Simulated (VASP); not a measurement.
A run of VASP 6.6.1 is set up as follows.

The input INCAR:

```
PREC = Accurate ; ENCUT = 520
EDIFF = 1E-6 ; ISMEAR = 0
SIGMA = 0.1 ; LREAL = F
LASPH = T ; NELM = 150
ALGO = Fast ; ISIF = 2
LWAVE = F ; LCHARG = F
ISPIN = 2 ; MAGMOM = 0 1 1 0 0
LORBIT = 11 ; LMAXMIX = 4
GGA = PE ; NBANDS = 33
```

Contents of KPOINTS:

```
regular mesh
0
Gamma
  6 6 4
```

Contents of POSCAR:

```
HfTi2Si2
1.0
    4.4011801301      0.0000000000      0.0000000000
   -2.2005900651      3.8115337993      0.0000000000
    0.0000000000      0.0000000000      7.1898948874
Hf Ti Si
1 2 2
Direct
    0.6666666667      0.3333333333      0.5000000000
    0.3333333333      0.6666666667      0.5000000000
    0.0000000000      0.0000000000      0.0000000000
    0.6666666667      0.3333333333      0.8472411104
    0.6666666667      0.3333333333      0.1527588896
```

Potentials or basis: VASP PAW PBE potentials, release 64 (Hf_pv, Ti_sv, Si).

The run is started by

```bash
$ cat potpaw_PBE.64/Hf_pv/POTCAR potpaw_PBE.64/Ti_sv/POTCAR potpaw_PBE.64/Si/POTCAR > POTCAR
$ mpirun -np 1 vasp_std > vasp.out
```

(1) Estimate the net moment.

(2) Estimate the largest force.

(3) Predict the pressure.

Results:

(1) 0.00 μB per cell.

(2) 0.045 eV/Å.

(3) 0.0 GPa.
